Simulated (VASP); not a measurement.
# BaMgAsF (P4/nmm) in VASP: single point with PBE

Aim: the single point of BaMgAsF with PBE.

Program: VASP 6.6.1. These are calculated values, not measurements. Logs are shortened: lines on timing, memory, paths and dates and some standing lists are left out, and cuts for length are marked.

### Step 1. The cell of the first run

Symmetry: P4/nmm, No. 129, tetragonal system. The conventional cell has a = 4.418 Å, b = 4.418 Å, c = 9.687 Å, α = 90.00°, β = 90.00°, γ = 90.00°. Ba (site symmetry 4mm) has 4 F at 2.67 Å and 4 As at 3.60 Å within 3.6 Å. Within 3.6 Å of As (site symmetry 4mm) lie 4 Mg at 2.71 Å and 4 Ba at 3.60 Å. Within 3.6 Å of Mg (site symmetry -4m2) lie 4 As at 2.71 Å and 4 Mg at 3.12 Å. Within 3.5 Å of F (site symmetry -4m2) lie 4 Ba at 2.67 Å and 4 F at 3.12 Å.

### Step 2. Single point, PBE

Input file INCAR:

```
SYSTEM = BaMgAsF
PREC = Accurate
ENCUT = 840
EDIFF = 1E-6
ISMEAR = 0
SIGMA = 0.02
LREAL = .FALSE.
LASPH = .TRUE.
NELM = 120
ALGO = Normal
ISIF = 2
LWAVE = .FALSE.
LCHARG = .TRUE.
GGA = PE
LELF = .TRUE.
LVHAR = .TRUE.
NBANDS = 52
GGA_COMPAT = .FALSE.
```

Input file KPOINTS:

```
Automatic mesh
0
G
  6 6 4
  0 0 0
```

Input file POSCAR:

```
BaMgAsF
1.0
    4.4176333074      0.0000000000      0.0000000000
    0.0000000000      4.4176333074      0.0000000000
    0.0000000000      0.0000000000      9.6873358226
Ba As Mg F
2 2 2 2
Direct
    0.5000000000      0.0000000000      0.1547361974
    0.0000000000      0.5000000000      0.8452638026
    0.5000000000      0.0000000000      0.6613527585
    0.0000000000      0.5000000000      0.3386472415
    0.5000000000      0.5000000000      0.5000000000
    0.0000000000      0.0000000000      0.5000000000
    0.5000000000      0.5000000000      0.0000000000
    0.0000000000      0.0000000000      0.0000000000
```

Potentials or basis: VASP PAW PBE potentials, release 64 (Ba_sv, As_d, Mg_sv, F).

Run with:

```console
$ cat potpaw_PBE.64/Ba_sv/POTCAR potpaw_PBE.64/As_d/POTCAR potpaw_PBE.64/Mg_sv/POTCAR potpaw_PBE.64/F/POTCAR > POTCAR
$ mpirun -np 1 vasp_std > vasp.out
```

OUTCAR:

```text
SYSTEM = BaMgAsF
   PREC = Accurate
   ENCUT = 840
   EDIFF = 1E-6
   ISMEAR = 0
   LREAL = .FALSE.
   LASPH = .TRUE.
   NELM = 120
   ISIF = 2
   GGA = PE

 ion  position               nearest neighbor table
   1  0.500  0.000  0.155-   7 2.67   8 2.67   7 2.67   8 2.67   4 3.60   4 3.60   4 3.60   4 3.60
                             2 4.33   2 4.33   2 4.33   2 4.33
   2  0.000  0.500  0.845-   7 2.67   8 2.67   8 2.67   7 2.67   3 3.60   3 3.60   3 3.60   3 3.60
                             1 4.33   1 4.33   1 4.33   1 4.33
   3  0.500  0.000  0.661-   2 3.60   2 3.60   2 3.60   2 3.60
   4  0.000  0.500  0.339-   1 3.60   1 3.60   1 3.60   1 3.60
   5  0.500  0.500  0.500-
   6  0.000  0.000  0.500-
   7  0.500  0.500  0.000-   1 2.67   2 2.67   1 2.67   2 2.67
   8  0.000  0.000  0.000-   1 2.67   2 2.67   2 2.67   1 2.67

  LATTYP: Found a simple tetragonal cell.
 ALAT       =     4.4176333074
 C/A-ratio  =     2.1928791161

  Lattice vectors:

 A1 = (   4.4176333074,   0.0000000000,   0.0000000000)
 A2 = (   0.0000000000,   4.4176333074,   0.0000000000)
 A3 = (   0.0000000000,   0.0000000000,   9.6873358226)

Analysis of symmetry for initial positions (statically):
=====================================================================
 Subroutine PRICEL returns:
 Original cell was already a primitive cell.

 Routine SETGRP: Setting up the symmetry group for a
 simple tetragonal supercell.

 Subroutine GETGRP returns: Found 16 space group operations
 (whereof  8 operations were pure point group operations)
 out of a pool of 16 trial point group operations.

The static configuration has the point symmetry D_2d.
 The point group associated with its full space group is D_4h.

Analysis of symmetry for dynamics (positions and initial velocities):
=====================================================================
 Subroutine PRICEL returns:
 Original cell was already a primitive cell.

 Routine SETGRP: Setting up the symmetry group for a
 simple tetragonal supercell.

 Subroutine GETGRP returns: Found 16 space group operations
 (whereof  8 operations were pure point group operations)
 out of a pool of 16 trial point group operations.

The dynamic configuration has the point symmetry D_2d.
 The point group associated with its full space group is D_4h.

 Subroutine INISYM returns: Found 16 space group operations
 (whereof  8 operations are pure point group operations),
[... 113 lines left out ...]
   NFREE  =      0    steps in history (QN), initial steepest desc. (CG)
   ISIF   =      2    stress and relaxation
   ISYM   =      2    0-nonsym 1-usesym 2-fastsym
   POTIM  = 0.5000    time-step for ionic-motion
   TEBEG  =    0.0;   TEEND  =   0.0 temperature during run
   PSTRESS=    0.0 pullay stress
   NELECT =      84.0000    total number of electrons
   NUPDOWN=      -1.0000    fix difference up-down
   EMIN   =  10.00;   EMAX   =-10.00  energy-range for DOS
   EFERMI =   0.00;   METHOD = LEGACY
   ISMEAR =     0;   SIGMA  =   0.02  broadening in eV -4-tet -1-fermi 0-gaus
   EFERMI_NEDOS =   21; number of points for ismear=-14 and -15
   IALGO  =     38    algorithm
   IMIX   =      4    mixing-type and parameters
     AMIX     =   0.40;   BMIX     =  1.00
     AMIX_MAG =   1.60;   BMIX_MAG =  1.00
  volume/ion in A,a.u.               =      23.63       159.47
  Fermi-wavevector in a.u.,A,eV,Ry     =   1.249223  2.360689 21.232688  1.560559
  Thomas-Fermi vector in A             =   2.383274
   LORBIT       =      0    0 simple, 1 ext, 2 COOP (PROOUT), +10 PAW based schemes
   GGA     = PE    functional components
   LHFCALC =     F    Hartree Fock is set to
   AEXX    =    0.0000 exact exchange contribution
   IVDW    =     0    specifies the selected vdW correction
   LEPSILON=     F    determine dielectric tensor
   LRPA    =     F    only Hartree local field effects (RPA)
 non-spin polarized calculation
 Gauss-broadening in eV      SIGMA  =   0.02
  energy-cutoff  :      840.00
  volume of cell :      189.05
 maximum number of plane-waves:     10526
 NGX is ok and might be reduce to    42
   NGX = 21   NGY = 21   NGZ = 45

 number of electron      83.9999977 magnetization

 Free energy of the ion-electron system (eV)
  ---------------------------------------------------
  ext. energy  EPLUGINS =         0.00000000
  ---------------------------------------------------
  free energy    TOTEN  =       -36.32649799 eV

  energy without entropy =      -36.32649799  energy(sigma->0) =      -36.32649799

 E-fermi :   2.1689     XC(G=0):  -9.1644

 val. band max:        1.9375533816   @ k =   0.0000   0.0000   0.0000
 cond. band min:       3.4884348975   @ k =   0.0000   0.0000   0.0000
 fundamental gap:      1.5508815159
 Fermi energy:         2.1689051341

 k-point     1 :       0.0000    0.0000    0.0000
  band No.  band energies     occupation
      1     -73.0592      2.00000
      2     -73.0565      2.00000
      3     -39.8254      2.00000
      4     -39.8254      2.00000
      5     -39.8213      2.00000
      6     -39.8171      2.00000
[... 1309 lines left out ...]
     51       7.0174      0.00000
     52       7.0174      0.00000

 [... further k-points ...]

------------------------ aborting loop because EDIFF is reached ----------------------------------------

  FORCE on cell =-STRESS in cart. coord.  units (eV):
  Direction    XX          YY          ZZ          XY          YZ          ZX
  --------------------------------------------------------------------------------------
  -------------------------------------------------------------------------------------
  Total        0.6320435      0.6320435      0.5997469      0.0000000      0.0000000      0.0000000
  in kB        5.3564110      5.3564110      5.0827051      0.0000000      0.0000000      0.0000000
  external PRESSURE =       5.2651757 kB  Pullay stress =       0.0000000 kB

 VOLUME and BASIS-vectors are now :
 -----------------------------------------------------------------------------
  energy-cutoff  :      840.00
  volume of cell :      189.05
      direct lattice vectors                 reciprocal lattice vectors
     4.417633307  0.000000000  0.000000000     0.226365552  0.000000000  0.000000000
     0.000000000  4.417633307  0.000000000     0.000000000  0.226365552  0.000000000
     0.000000000  0.000000000  9.687335823     0.000000000  0.000000000  0.103227556

 POSITION                                       TOTAL-FORCE (eV/Angst)
 -----------------------------------------------------------------------------------
      2.20882      0.00000      1.49898         0.000000     -0.000000      0.115195
      0.00000      2.20882      8.18835         0.000000      0.000000     -0.115195
      2.20882      0.00000      6.40675        -0.000000      0.000000     -0.021562
      0.00000      2.20882      3.28059         0.000000      0.000000      0.021562
      2.20882      2.20882      4.84367        -0.000000      0.000000      0.000000
      0.00000      0.00000      4.84367         0.000000      0.000000      0.000000
      2.20882      2.20882      0.00000         0.000000      0.000000      0.000000
      0.00000      0.00000      0.00000         0.000000      0.000000      0.000000
 -----------------------------------------------------------------------------------
    total drift:                                0.000000      0.000000      0.000000

  FREE ENERGIE OF THE ION-ELECTRON SYSTEM (eV)
  ---------------------------------------------------
  free  energy   TOTEN  =       -36.3264979853 eV

  energy  without entropy=      -36.3264979853  energy(sigma->0) =      -36.32649799
```

OSZICAR:

```text
N       E                     dE             d eps       ncg     rms          rms(c)
DAV:   1     0.141246862588E+04    0.14125E+04   -0.50882E+04  4656   0.632E+03
DAV:   2     0.255314105197E+03   -0.11572E+04   -0.11026E+04  3860   0.175E+03
DAV:   3     0.189848470519E+01   -0.25342E+03   -0.24681E+03  3372   0.315E+02
DAV:   4    -0.356834547313E+02   -0.37582E+02   -0.37322E+02  4760   0.105E+02
DAV:   5    -0.387510402916E+02   -0.30676E+01   -0.30514E+01  4200   0.270E+01    0.121E+01
DAV:   6    -0.363529191251E+02    0.23981E+01   -0.12051E+01  4664   0.171E+01    0.557E+00
DAV:   7    -0.363329740589E+02    0.19945E-01   -0.15094E+00  4776   0.509E+00    0.273E+00
DAV:   8    -0.363202521235E+02    0.12722E-01   -0.15684E-01  3944   0.268E+00    0.654E-01
DAV:   9    -0.363243234704E+02   -0.40713E-02   -0.41739E-02  4144   0.967E-01    0.230E-01
DAV:  10    -0.363261093803E+02   -0.17859E-02   -0.69370E-03  4084   0.408E-01    0.100E-01
DAV:  11    -0.363264291939E+02   -0.31981E-03   -0.59210E-04  4136   0.145E-01    0.326E-02
DAV:  12    -0.363264950898E+02   -0.65896E-04   -0.13581E-04  4004   0.645E-02    0.108E-02
DAV:  13    -0.363264987732E+02   -0.36833E-05   -0.28692E-05  3960   0.306E-02    0.588E-03
DAV:  14    -0.363264979853E+02    0.78788E-06   -0.64944E-06  3332   0.139E-02
   1 F= -.36326498E+02 E0= -.36326498E+02  d E =-.122572E-61
```

It took 11 min on 1 thread of Intel Xeon Platinum 8259CL at 2.50GHz (Skylake/Cascade Lake), shared host; peak memory 0.8 GiB.

Results:

| Item | Value |
| --- | --- |
| Free energy | -36.3265 eV |
| Pressure | 0.5 GPa |
| Largest force | 0.115 eV/Å |
| Band gap on the k mesh | 1.55 eV |

Forces in eV/Å, atoms in the order of the input:
```
Ba   0.000  0.000  0.115
Ba   0.000  0.000 -0.115
As   0.000  0.000 -0.022
As   0.000  0.000  0.022
Mg   0.000  0.000  0.000
Mg   0.000  0.000  0.000
F    0.000  0.000  0.000
F    0.000  0.000  0.000
```

Caveat: spin-orbit coupling is left out, which moves the levels of the heavy elements. A k mesh can miss the band edges.
